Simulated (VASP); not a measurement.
Wanted: the native input for a VASP 6.6.1 run.

- Task: single point
- Functional: r2SCAN
- Potentials or basis: VASP PAW PBE potentials, release 64 (Cl, Na_pv)
- Cutoff: 520 eV
- k mesh: 8 × 8 × 8
- Occupations: fermi-dirac, width 0.05 eV
- Spin: no spin polarisation
- Dipole correction: no
- Further INCAR settings: ALGO = Normal; EDIFF = 1e-06; NBANDS = 14

The system is NaCl.

```xyz
2
Lattice="3.4787 0.0000 0.0000 0.0000 3.4787 0.0000 0.0000 0.0000 3.4787" Properties=species:S:1:pos:R:3 pbc="T T T"
Cl    1.7393    1.7393    1.7393
Na    0.0000    0.0000    0.0000
```

The input as run:

POSCAR

```
NaCl
1.0
    3.4786846609      0.0000000000      0.0000000000
    0.0000000000      3.4786846609      0.0000000000
    0.0000000000      0.0000000000      3.4786846609
Cl Na
1 1
Direct
    0.5000000000      0.5000000000      0.5000000000
    0.0000000000      0.0000000000      0.0000000000
```

INCAR.step1

```
SYSTEM = NaCl
ALGO = Normal ; EDIFF = 1E-4
ENCUT = 520 ; GGA = PE
ISMEAR = -1 ; LASPH = .TRUE.
LCHARG = .FALSE. ; LREAL = .FALSE.
LWAVE = .TRUE. ; NBANDS = 14
NELM = 60 ; PREC = Accurate
SIGMA = 0.05
```

INCAR.step2

```
SYSTEM = NaCl
ALGO = Normal ; EDIFF = 1E-6
ENCUT = 520 ; ISIF = 2
ISMEAR = -1 ; ISTART = 1
LASPH = .TRUE. ; LCHARG = .FALSE.
LMIXTAU = .TRUE. ; LREAL = .FALSE.
LWAVE = .FALSE. ; METAGGA = R2SCAN
NBANDS = 14 ; NELM = 60
PREC = Accurate ; SIGMA = 0.05
```

KPOINTS

```
k-points
0
G
  8 8 8
  0 0 0
```

Potentials or basis: VASP PAW PBE potentials, release 64 (Cl, Na_pv).

Command:

```bash
$ cat potpaw_PBE.64/Cl/POTCAR potpaw_PBE.64/Na_pv/POTCAR > POTCAR
$ cp INCAR.step1 INCAR
$ mpirun -np 1 vasp_std > vasp.out
$ cp INCAR.step2 INCAR
$ mpirun -np 1 vasp_std > vasp.out
```

Results of the run:

The pressure is -0.7 GPa. The band gap on the k mesh is 4.89 eV, indirect (least direct gap 5.41 eV).

Caveat: the PAW data sets were made with another functional, which shifts forces and pressure a little.

It took 100 s on 1 thread of Intel Xeon 8259CL (shared host), peak memory 0.16 GiB.
